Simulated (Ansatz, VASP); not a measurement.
## SiC in VASP and in Ansatz

```xyz
4
Lattice="3.0132 0.0000 0.0000 -1.5066 2.6095 0.0000 0.0000 0.0000 4.9450" Properties=species:S:1:pos:R:3 pbc="T T T"
Si    0.0000    1.7397    0.0000
Si    1.5066    0.8698    2.4725
C     0.0000    1.7397    1.9038
C     1.5066    0.8698    4.3763
```

Change from the starting cell: volume scaled by 0.94.

Alike in both runs: task single point; functional PBE; k mesh 15 × 15 × 8; occupations fermi-dirac, width 0.08 eV; no spin polarisation.

|  | VASP | Ansatz |
| --- | --- | --- |
| version | VASP 6.6.1 | Ansatz 0.2.0 |
| potentials or method | VASP PAW PBE potentials, release 64 (Si, C), cutoff 520 eV | all-electron LAPW, scalar-relativistic |

```tsv
	VASP	Ansatz	Ansatz less VASP
pressure (GPa)	19.4	19.5	+0.08
traceless stress, the component that is largest in VASP (GPa)	-5.13	-5.12	+0.010
rms of the force components (eV/Å)	0.494	0.494	-0.0001
```

Atom by atom the forces differ by 0.000 eV/Å (rms over components). Ansatz ran all-electron here, and VASP with PAW potentials.
